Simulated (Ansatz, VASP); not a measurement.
Two plane-wave programs on Sr

Contents of INCAR:

```
PREC     = Accurate       # precision mode
ENCUT    = 520            # plane-wave cutoff, eV
EDIFF    = 1E-6           # SCF threshold, eV
ISMEAR   = -1             # smearing method
SIGMA    = 0.1            # smearing width, eV
LREAL    = False          # projectors in reciprocal space
LASPH    = True           # aspherical terms in the spheres
NELM     = 80             # most SCF steps
ALGO     = Normal         # electronic algorithm
ISIF     = 2              # what is computed and relaxed
LWAVE    = False          # write WAVECAR
LCHARG   = False          # write CHGCAR
GGA      = CA             # functional
NBANDS   = 11             # bands
```

KPOINTS

```
regular mesh
0
Gamma
  15 15 15
```

POSCAR

```
Sr
1.0
    0.0000000000      2.7817976629      2.7817976629
    2.7817976629      0.0000000000      2.7817976629
    2.7817976629      2.7817976629      0.0000000000
Sr
1
Direct
    0.0000000000      0.0000000000      0.0000000000
```

Input for Ansatz:

```yaml
crystal:
  lattice:
    - [0.0, 2.7817976653, 2.7817976653]
    - [2.7817976653, 0.0, 2.7817976653]
    - [2.7817976653, 2.7817976653, 0.0]
  atoms:
    - { symbol: Sr, position: [0.0, 0.0, 0.0] }
hamiltonian:
  xc: lda
  pseudopotentials:
    kind: paw
    azcp:
      Sr: "pseudopotentials/Sr.paw.azcp"
basis:
  ecutwfc: 420
  fft_grid_basis: typed
kpoints:
  mp_grid: { grid: [15, 15, 15], shift: [0, 0, 0] }
magnetization:
  spin_polarized: false
scf:
  occupations: { method: fermi_dirac, width: 0.1 }
output:
  stress: true
```

Alike in both runs: task single point; functional LDA; k mesh 15 × 15 × 15; occupations fermi-dirac, width 0.1 eV; no spin polarisation.

|  | VASP | Ansatz |
| --- | --- | --- |
| version | VASP 6.6.1 | Ansatz 0.2.0 |
| potentials or method | VASP PAW LDA potentials, release 64 (Sr_sv), cutoff 520 eV | plane waves (420 eV) with PAW, scalar-relativistic |
| valence electrons in the cell | 10 | 10 |

|  | VASP | Ansatz | Ansatz less VASP |
| --- | --- | --- | --- |
| pressure (GPa) | 2.1 | 2.1 | -0.01 |

Ansatz warns that its potentials were made for another functional, while VASP's fit it. LDA's correlation is that of Perdew and Zunger in VASP and of Perdew and Wang (1992) in Ansatz.
